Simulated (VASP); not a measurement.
Set up this calculation in VASP 6.6.1, as the native input.

- Task: single point
- Functional: PBE
- Potentials or basis: VASP PAW PBE potentials, release 64 (Au)
- Cutoff: 520 eV
- k mesh: 14 × 14 × 8
- Occupations: fermi-dirac, width 0.03 eV
- Spin: no spin polarisation
- Dipole correction: no
- Further INCAR settings: ALGO = Normal; EDIFF = 1e-06; NBANDS = 18

The structure of Au lies in POSCAR:

```
Au
1.0
    2.8129984581      0.0000000000      0.0000000000
   -1.4064992290      2.4361281256      0.0000000000
    0.0000000000      0.0000000000      4.8800000000
Au
2
Direct
    0.3333333333      0.6666666667      0.7500000000
    0.6666666667      0.3333333333      0.2500000000
```

This isn't the form of Au at room conditions, which is fcc.

This cell differs from its parent crystal: equal xx and yy strain of -3 %.

The input as run:

INCAR

```
SYSTEM = Au
ALGO = Normal
EDIFF = 1E-6
ENCUT = 520
GGA = PE
ISIF = 2
ISMEAR = -1
LASPH = .TRUE.
LCHARG = .TRUE.
LELF = .TRUE.
LREAL = .FALSE.
LVHAR = .TRUE.
LWAVE = .FALSE.
NBANDS = 18
NELM = 100
PREC = Accurate
SIGMA = 0.03
```

KPOINTS

```
k-points
0
G
  14 14 8
  0 0 0
```

Potentials or basis: VASP PAW PBE potentials, release 64 (Au).

Run with:

```sh
$ cat potpaw_PBE.64/Au/POTCAR > POTCAR
$ mpirun -np 1 vasp_std > vasp.out
```

It gave:

* Pressure: 12.8 GPa
* Band gap on the k mesh: zero (bands 11 and 12 overlap by 6.81 eV)

Caveat: the cell differs from its parent crystal (equal xx and yy strain of -3 %); the cell stands under pressure; spin-orbit coupling is left out, which moves the levels of the heavy elements.

Run time: 59 s on 1 thread of AMD EPYC 7R13 (shared host), peak memory 0.17 GiB.
